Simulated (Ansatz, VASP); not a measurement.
Pt in VASP and in Ansatz

Contents of POSCAR:

```
Pt
1.0
   -1.5842200000      1.5842200000      1.6317466000
    1.5842200000     -1.5842200000      1.6317466000
    1.5842200000      1.5842200000     -1.6317466000
Pt
1
Direct
    0.0000000000      0.0000000000      0.0000000000
```

Contents of INCAR.step1:

```
SYSTEM = Pt
PREC = Accurate ; ENCUT = 520
ISMEAR = 0 ; SIGMA = 0.15
LREAL = .FALSE. ; LASPH = .TRUE.
NELM = 60 ; NBANDS = 11
GGA = PE ; ALGO = Normal
EDIFF = 1E-4 ; LWAVE = .TRUE.
LCHARG = .FALSE.
```

The input INCAR.step2:

```
SYSTEM = Pt
PREC = Accurate ; ENCUT = 520
EDIFF = 1E-6 ; ISMEAR = 0
SIGMA = 0.15 ; LREAL = .FALSE.
LASPH = .TRUE. ; NELM = 60
ALGO = Normal ; ISIF = 2
LWAVE = .FALSE. ; LCHARG = .TRUE.
METAGGA = R2SCAN ; LMIXTAU = .TRUE.
LELF = .TRUE. ; LVHAR = .TRUE.
NBANDS = 11 ; ISTART = 1
```

KPOINTS

```
Automatic mesh
0
G
  22 22 22
  0 0 0
```

Input for Ansatz:

```yaml
crystal:
  lattice:
    - [-1.58422, 1.58422, 1.6317466]
    - [1.58422, -1.58422, 1.6317466]
    - [1.58422, 1.58422, -1.6317466]
  atoms:
    - { symbol: Pt, position: [0.0, 0.0, 0.0] }
basis:
  ecutwfc: 500
kpoints:
  mp_grid: { grid: [22, 22, 22] }
hamiltonian:
  xc: r2scan
scf:
  occupations: { method: gaussian, width: 0.15 }
output:
  forces: true
  stress: true
  eigenvalues: true
```

Change from the starting cell: strain +0.000 along x and y, +0.030 along z, atoms carried along.

Alike in both runs: task single point; functional r2SCAN; k mesh 22 × 22 × 22; occupations gaussian, width 0.15 eV; no spin polarisation.

|  | VASP | Ansatz |
| --- | --- | --- |
| version | VASP 6.6.1 | Ansatz 0.2.0 |
| potentials or method | VASP PAW PBE potentials, release 64 (Pt), cutoff 520 eV | scalar-relativistic, plane waves, PAW |
| valence electrons in the cell | 10 | 18 |

VASP gave:

| Property | Result |
| --- | --- |
| gap on the k mesh at the Fermi level (eV) | none |
| pressure (GPa) | -12.2 |
| traceless stress, the component that is largest in VASP (GPa) | 1.43 |

Problem. Estimate Ansatz's values.

Solution. gap on the k mesh at the Fermi level (eV): none; pressure (GPa): -12.6; traceless stress, the component that is largest in VASP (GPa): 1.42.

VASP's potentials were made for PBE, not for r2SCAN. A gap of «none» marks a metal or a gap that the smearing closes. VASP's potentials hold 10 valence electrons a cell and Ansatz's 18, so a difference there can come from the potentials and not from the codes.

Spin-orbit coupling is off throughout.
